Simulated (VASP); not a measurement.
# GaN (P6_3mc) in VASP: single point with r2SCAN

Aim: the single point of GaN with r2SCAN.

Program: VASP 6.6.1. These are calculated values, not measurements. Logs are shortened: lines on timing, memory, paths and dates and some standing lists are left out, and cuts for length are marked.

**1. The cell of the first run**

Symmetry: P6_3mc, No. 186, hexagonal system. The conventional cell has a = 3.162 Å, b = 3.162 Å, c = 5.150 Å, α = 90.00°, β = 90.00°, γ = 120.00°. Ga (site symmetry 3m) has 4 N at 1.93 to 1.94 Å within 2.6 Å. N (site symmetry 3m) has 4 Ga at 1.93 to 1.94 Å within 2.6 Å.

**2. Single point, r2SCAN**

Input file POSCAR:

```
GaN
1.0
    3.1623545186      0.0000000000      0.0000000000
   -1.5811772593      2.7386793489      0.0000000000
    0.0000000000      0.0000000000      5.1498438870
Ga N
2 2
Direct
    0.3333333333      0.6666666667     -0.0008663460
    0.6666666667      0.3333333333      0.4991336540
    0.3333333333      0.6666666667      0.3758663460
    0.6666666667      0.3333333333      0.8758663460
```

Input file INCAR.step1:

```
PREC = Accurate
ENCUT = 1460
ISMEAR = 0
SIGMA = 0.01
LREAL = False
LASPH = True
NELM = 120
NBANDS = 26
GGA = PE
ALGO = Normal
EDIFF = 1E-5
LWAVE = True
LCHARG = False
GGA_COMPAT = False
```

Input file INCAR.step2:

```
PREC = Accurate
ENCUT = 1460
EDIFF = 1E-6
ISMEAR = 0
SIGMA = 0.01
LREAL = False
LASPH = True
NELM = 120
ALGO = Normal
ISIF = 2
LWAVE = False
LCHARG = False
METAGGA = R2SCAN
LMIXTAU = True
NBANDS = 26
ISTART = 1
GGA_COMPAT = False
```

Input file KPOINTS:

```
Automatic mesh
0
Gamma
  8 8 4
```

Potentials or basis: VASP PAW PBE potentials, release 64 (Ga_d, N_h).

Started as:

```
$ cat potpaw_PBE.64/Ga_d/POTCAR potpaw_PBE.64/N_h/POTCAR > POTCAR
$ cp INCAR.step1 INCAR
$ mpirun -np 1 vasp_std > vasp.out
$ cp INCAR.step2 INCAR
$ mpirun -np 1 vasp_std > vasp.out
```

OUTCAR:

```text
PREC = Accurate
   ENCUT = 1460
   EDIFF = 1E-6
   ISMEAR = 0
   LREAL = False
   LASPH = True
   NELM = 120
   ISIF = 2
   METAGGA = R2SCAN
   ISTART = 1

 ion  position               nearest neighbor table
   1  0.333  0.667  0.999-   4 1.93   4 1.93   4 1.93   3 1.94
   2  0.667  0.333  0.499-   3 1.93   3 1.93   3 1.93   4 1.94
   3  0.333  0.667  0.376-   2 1.93   2 1.93   2 1.93   1 1.94
   4  0.667  0.333  0.876-   1 1.93   1 1.93   1 1.93   2 1.94

  LATTYP: Found a hexagonal cell.
 ALAT       =     3.1623545186
 C/A-ratio  =     1.6284840478

  Lattice vectors:

 A1 = (   3.1623545186,   0.0000000000,   0.0000000000)
 A2 = (  -1.5811772593,   2.7386793489,   0.0000000000)
 A3 = (   0.0000000000,   0.0000000000,   5.1498438870)

Analysis of symmetry for initial positions (statically):
=====================================================================
 Subroutine PRICEL returns:
 Original cell was already a primitive cell.

 Routine SETGRP: Setting up the symmetry group for a
 hexagonal supercell.

 Subroutine GETGRP returns: Found 12 space group operations
 (whereof  6 operations were pure point group operations)
 out of a pool of 24 trial point group operations.

The static configuration has the point symmetry C_3v.
 The point group associated with its full space group is C_6v.

Analysis of symmetry for dynamics (positions and initial velocities):
=====================================================================
 Subroutine PRICEL returns:
 Original cell was already a primitive cell.

 Routine SETGRP: Setting up the symmetry group for a
 hexagonal supercell.

 Subroutine GETGRP returns: Found 12 space group operations
 (whereof  6 operations were pure point group operations)
 out of a pool of 24 trial point group operations.

The dynamic configuration has the point symmetry C_3v.
 The point group associated with its full space group is C_6v.

 Subroutine INISYM returns: Found 12 space group operations
 (whereof  6 operations are pure point group operations),
 and found     1 'primitive' translations

----------------------------------------------------------------------------------------

                                     Primitive cell

  volume of cell :      44.6011

  direct lattice vectors                    reciprocal lattice vectors
     3.162354519  0.000000000  0.000000000     0.316220080  0.182569749  0.000000000
    -1.581177259  2.738679349  0.000000000     0.000000000  0.365139497  0.000000000
     0.000000000  0.000000000  5.149843887     0.000000000  0.000000000  0.194180644

  length of vectors
     3.162354519  3.162354519  5.149843887     0.365139497  0.365139497  0.194180644

  position of ions in fractional coordinates (direct lattice)
     0.333333333  0.666666667  0.999133654
     0.666666667  0.333333333  0.499133654
     0.333333333  0.666666667  0.375866346
     0.666666667  0.333333333  0.875866346

  ion indices of the primitive-cell ions
   primitive index   ion index
                 1           1
                 2           2
                 3           3
                 4           4

----------------------------------------------------------------------------------------

 KPOINTS: Automatic mesh

Automatic generation of k-mesh.
 Grid dimensions read from file:
 generate k-points for:    8    8    4

 Generating k-lattice:

  Cartesian coordinates                     Fractional coordinates (reciprocal lattice)
     0.039527510  0.022821219  0.000000000     0.125000000  0.000000000  0.000000000
     0.000000000  0.045642437  0.000000000     0.000000000  0.125000000  0.000000000
     0.000000000  0.000000000  0.048545161     0.000000000  0.000000000  0.250000000

  Length of vectors
     0.045642437  0.045642437  0.048545161

  Shift w.r.t. Gamma in fractional coordinates (k-lattice)
     0.000000000  0.000000000  0.000000000

 Subroutine IBZKPT returns following result:
 ===========================================

 Found     30 irreducible k-points:

 Following reciprocal coordinates:
            Coordinates               Weight
  0.000000  0.000000  0.000000      1.000000
  0.125000 -0.000000  0.000000      6.000000
  0.250000 -0.000000  0.000000      6.000000
  0.375000  0.000000  0.000000      6.000000
  0.500000 -0.000000  0.000000      3.000000
  0.125000  0.125000  0.000000      6.000000
[... 16 lines left out ...]
  0.250000 -0.000000  0.500000      6.000000
  0.375000  0.000000  0.500000      6.000000
 [... further k-points ...]
   k-points           NKPTS =     30   k-points in BZ     NKDIM =     30   number of bands    NBANDS=     26
   number of dos      NEDOS =    301   number of ions     NIONS =      4
   total plane-waves  NPLWV = 102400
   dimension x,y,z NGX =    40 NGY =   40 NGZ =   64
   dimension x,y,z NGXF=    80 NGYF=   80 NGZF=  128
   ions per type =               2   2
   NGX,Y,Z   is equivalent  to a cutoff of  21.03, 21.03, 20.66 a.u.
   NGXF,Y,Z  is equivalent  to a cutoff of  42.06, 42.06, 41.32 a.u.
 SYSTEM =  unknown system
   PREC   = accura    normal or accurate (medium, high low for compatibility)
   ISTART =      1    job   : 0-new  1-cont  2-samecut
   ICHARG =      0    charge: 1-file 2-atom 10-const
   ISPIN  =      1    spin polarized calculation?
   LNONCOLLINEAR =      F non collinear calculations
   LSORBIT =      F    spin-orbit coupling
   LASPH  =      T    aspherical Exc in radial PAW
   ENCUT  = 1460.0 eV 107.31 Ry   10.36 a.u.   9.85  9.85 16.04*2*pi/ulx,y,z
   NELM   =    120;   NELMIN=  2; NELMDL=  0     # of ELM steps
   EDIFF  = 0.1E-05   stopping-criterion for ELM
   LREAL  =      F    real-space projection
   EDIFFG = 0.1E-04   stopping-criterion for IOM
   NSW    =      0    number of steps for IOM
   IBRION =     -1    ionic relax: 0-MD 1-quasi-New 2-CG
   NFREE  =      0    steps in history (QN), initial steepest desc. (CG)
   ISIF   =      2    stress and relaxation
   ISYM   =      2    0-nonsym 1-usesym 2-fastsym
   POTIM  = 0.5000    time-step for ionic-motion
   TEBEG  =    0.0;   TEEND  =   0.0 temperature during run
   PSTRESS=    0.0 pullay stress
   NELECT =      36.0000    total number of electrons
   NUPDOWN=      -1.0000    fix difference up-down
   EMIN   =  10.00;   EMAX   =-10.00  energy-range for DOS
   EFERMI =   0.00;   METHOD = LEGACY
   ISMEAR =     0;   SIGMA  =   0.01  broadening in eV -4-tet -1-fermi 0-gaus
   EFERMI_NEDOS =   21; number of points for ismear=-14 and -15
   IALGO  =     38    algorithm
   IMIX   =      4    mixing-type and parameters
     AMIX     =   0.40;   BMIX     =  1.00
     AMIX_MAG =   1.60;   BMIX_MAG =  1.00
  volume/ion in A,a.u.               =      11.15        75.25
  Fermi-wavevector in a.u.,A,eV,Ry     =   1.524265  2.880443 31.611544  2.323383
  Thomas-Fermi vector in A             =   2.632595
   LORBIT       =      0    0 simple, 1 ext, 2 COOP (PROOUT), +10 PAW based schemes
   METAGGA = R2SCAN    functional components
   LHFCALC =     F    Hartree Fock is set to
   AEXX    =    0.0000 exact exchange contribution
   IVDW    =     0    specifies the selected vdW correction
   LEPSILON=     F    determine dielectric tensor
   LRPA    =     F    only Hartree local field effects (RPA)
 non-spin polarized calculation
 Gauss-broadening in eV      SIGMA  =   0.01
  energy-cutoff  :     1460.00
  volume of cell :       44.60
 maximum number of plane-waves:      5676
 NGX is ok and might be reduce to    40
   NGX = 19   NGY = 19   NGZ = 33

 number of electron      36.0000000 magnetization

 Free energy of the ion-electron system (eV)
  ---------------------------------------------------
  ext. energy  EPLUGINS =         0.00000000
  ---------------------------------------------------
  free energy    TOTEN  =       -43.81024432 eV

  energy without entropy =      -43.81024432  energy(sigma->0) =      -43.81024432

 E-fermi :   5.6959     XC(G=0): -12.7720

 val. band max:        5.6208961598   @ k =   0.0000   0.0000   0.0000
 cond. band min:       8.0992046003   @ k =   0.0000   0.0000   0.0000
 fundamental gap:      2.4783084405
 Fermi energy:         5.6959269744

 k-point     1 :       0.0000    0.0000    0.0000
  band No.  band energies     occupation
      1     -11.3656      2.00000
      2     -10.2992      2.00000
      3      -8.2234      2.00000
      4      -8.2071      2.00000
      5      -8.2071      2.00000
      6      -8.1344      2.00000
[... 18 lines left out ...]
     25      18.2640      0.00000
     26      18.2640      0.00000

 k-point     2 :       0.1250   -0.0000    0.0000
  band No.  band energies     occupation
      1     -11.2077      2.00000
      2     -10.2526      2.00000
      3      -8.2054      2.00000
      4      -8.1833      2.00000
      5      -8.1575      2.00000
      6      -8.1125      2.00000
[... 18 lines left out ...]
     25      17.8101      0.00000
     26      18.6141      0.00000

 k-point     3 :       0.2500   -0.0000    0.0000
  band No.  band energies     occupation
      1     -10.8235      2.00000
      2     -10.1590      2.00000
      3      -8.1611      2.00000
      4      -8.1393      2.00000
      5      -8.0648      2.00000
      6      -8.0212      2.00000
[... 18 lines left out ...]
     25      17.9248      0.00000
     26      19.3636      0.00000

 k-point     4 :       0.3750    0.0000    0.0000
  band No.  band energies     occupation
      1     -10.4566      2.00000
      2     -10.0954      2.00000
      3      -8.1422      2.00000
      4      -8.1189      2.00000
      5      -8.0139      2.00000
      6      -7.9479      2.00000
[... 18 lines left out ...]
     25      18.4318      0.00000
     26      19.9501      0.00000
[... 496 lines left out ...]
      1     -10.6487      2.00000
      2     -10.6487      2.00000
      3      -8.1625      2.00000
      4      -8.1625      2.00000
      5      -8.1508      2.00000
      6      -8.1508      2.00000
[... 18 lines left out ...]
     25      17.2865      0.00000
     26      17.2865      0.00000

 k-point    23 :       0.2500   -0.0000    0.5000
  band No.  band energies     occupation
      1     -10.4100      2.00000
      2     -10.4100      2.00000
      3      -8.1286      2.00000
      4      -8.1286      2.00000
      5      -8.0826      2.00000
      6      -8.0826      2.00000
[... 18 lines left out ...]
     25      18.1601      0.00000
     26      18.1601      0.00000

 k-point    24 :       0.3750    0.0000    0.5000
  band No.  band energies     occupation
      1     -10.2128      2.00000
      2     -10.2128      2.00000
      3      -8.1314      2.00000
      4      -8.1314      2.00000
      5      -8.0271      2.00000
      6      -8.0271      2.00000
[... 18 lines left out ...]
     25      18.7018      0.00000
     26      18.7018      0.00000

 [... further k-points ...]

------------------------ aborting loop because EDIFF is reached ----------------------------------------

  FORCE on cell =-STRESS in cart. coord.  units (eV):
  Direction    XX          YY          ZZ          XY          YZ          ZX
  --------------------------------------------------------------------------------------
  -------------------------------------------------------------------------------------
  Total        1.4240268      1.4240268      1.4141474      0.0000000      0.0000000      0.0000000
  in kB       51.1543919     51.1543919     50.7995009      0.0000000      0.0000000      0.0000000
  external PRESSURE =      51.0360949 kB  Pullay stress =       0.0000000 kB

 VOLUME and BASIS-vectors are now :
 -----------------------------------------------------------------------------
  energy-cutoff  :     1460.00
  volume of cell :       44.60
      direct lattice vectors                 reciprocal lattice vectors
     3.162354519  0.000000000  0.000000000     0.316220080  0.182569749  0.000000000
    -1.581177259  2.738679349  0.000000000     0.000000000  0.365139497  0.000000000
     0.000000000  0.000000000  5.149843887     0.000000000  0.000000000  0.194180644

 POSITION                                       TOTAL-FORCE (eV/Angst)
 -----------------------------------------------------------------------------------
     -0.00000      1.82579      5.14538         0.000000      0.000000      0.001638
      1.58118      0.91289      2.57046        -0.000000      0.000000      0.001638
     -0.00000      1.82579      1.93565        -0.000000      0.000000     -0.001638
      1.58118      0.91289      4.51057         0.000000     -0.000000     -0.001638
 -----------------------------------------------------------------------------------
    total drift:                               -0.000000      0.000000     -0.006487

  FREE ENERGIE OF THE ION-ELECTRON SYSTEM (eV)
  ---------------------------------------------------
  free  energy   TOTEN  =       -43.8102443167 eV

  energy  without entropy=      -43.8102443167  energy(sigma->0) =      -43.81024432
```

It took 9.8 min on 1 thread of AMD EPYC 7R13 (Zen 3), shared host; peak memory 0.4 GiB.

What came out:

| Item | Value |
| --- | --- |
| Free energy | -43.8102 eV |
| Pressure | 5.1 GPa |
| Band gap on the k mesh | 2.48 eV |

Levels at points of the mesh, in eV from the valence-band top:
```tsv
k point	band 15	band 16	band 17	band 18	band 19	band 20	band 21	band 22
(0.00, 0.00, 0.00)	-1.09	-0.04	0.00	0.00	2.48	4.95	10.08	10.71
(0.50, 0.00, 0.00)	-4.39	-2.91	-2.30	-1.06	5.64	6.24	6.61	9.52
(0.00, 0.00, 0.50)	-0.56	-0.56	-0.56	-0.56	4.90	4.90	9.29	9.29
(0.50, 0.00, 0.50)	-2.06	-2.06	-1.99	-1.99	4.96	4.96	8.55	8.55
```

Caveat: the cell stands under pressure; the PAW data sets were made with another functional, which shifts forces and pressure a little.
